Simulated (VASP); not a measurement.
Wanted: the native input for a VASP 6.6.1 run.

* Task: single point
* Functional: BHLYP
* Potentials or basis: VASP PAW PBE potentials, release 64 (Cd, Se)
* Cutoff: 520 eV
* k mesh: 4 × 4 × 4
* Occupations: fermi-dirac, width 0.05 eV
* Spin: no spin polarisation
* Dipole correction: no
* Grid for exact exchange (PRECFOCK): Normal
* Further INCAR settings: ALGO = Normal; EDIFF = 1e-07; NBANDS = 16
* Share of exact exchange: 0.5

The system is CdSe.

```
Cd Se
1.0
     0.00000    3.00760    3.00760
     3.00760    0.00000    3.00760
     3.00760    3.00760    0.00000
Cd Se
1 1
Cartesian
  0.0000 0.0000 0.0000
  1.5038 1.5038 1.5038
```

The input as run:

POSCAR

```
CdSe
1.0
    0.0000000000      3.0075950161      3.0075950161
    3.0075950161      0.0000000000      3.0075950161
    3.0075950161      3.0075950161      0.0000000000
Cd Se
1 1
Direct
    0.0000000000      0.0000000000      0.0000000000
    0.2500000000      0.2500000000      0.2500000000
```

INCAR.step1

```
SYSTEM = CdSe
  PREC = Accurate
  ENCUT = 520
  EDIFF = 1E-5
  ISMEAR = -1
  SIGMA = 0.05
  LREAL = .False.
  LASPH = .True.
  NELM = 60
  ALGO = Normal
  ISIF = 2
  LWAVE = .True.
  LCHARG = .False.
  NBANDS = 16
  GGA = PE
```

INCAR.step2

```
SYSTEM = CdSe
  PREC = Accurate
  ENCUT = 520
  EDIFF = 1E-7
  ISMEAR = -1
  SIGMA = 0.05
  LREAL = .False.
  LASPH = .True.
  NELM = 60
  ALGO = Normal
  ISIF = 2
  LWAVE = .False.
  LCHARG = .False.
  GGA = B5
  LHFCALC = .True.
  AEXX = 0.5
  ALDAX = 0.5
  AGGAX = 0.5
  AGGAC = 1.0
  ALDAC = 0.0
  PRECFOCK = Normal
  NBANDS = 16
  ISTART = 1
```

KPOINTS

```
Automatic mesh
0
Gamma
  4 4 4
  0 0 0
```

Potentials or basis: VASP PAW PBE potentials, release 64 (Cd, Se).

Run with:

```console
$ cat potpaw_PBE.64/Cd/POTCAR potpaw_PBE.64/Se/POTCAR > POTCAR
$ cp INCAR.step1 INCAR
$ mpirun -np 1 vasp_std > vasp.out
$ cp INCAR.step2 INCAR
$ mpirun -np 1 vasp_std > vasp.out
```

It gave:

| Quantity | Value |
| --- | --- |
| Pressure | 5.5 GPa |
| Band gap on the k mesh | 4.09 eV |

Caveat: the k points lie up to 0.45 Å⁻¹ apart; the PAW data sets were made with another functional, which shifts forces and pressure a little.

It used 1400 s of CPU time on 1 thread of AMD EPYC 7R13 Processor (Zen 3), with other jobs on the host.
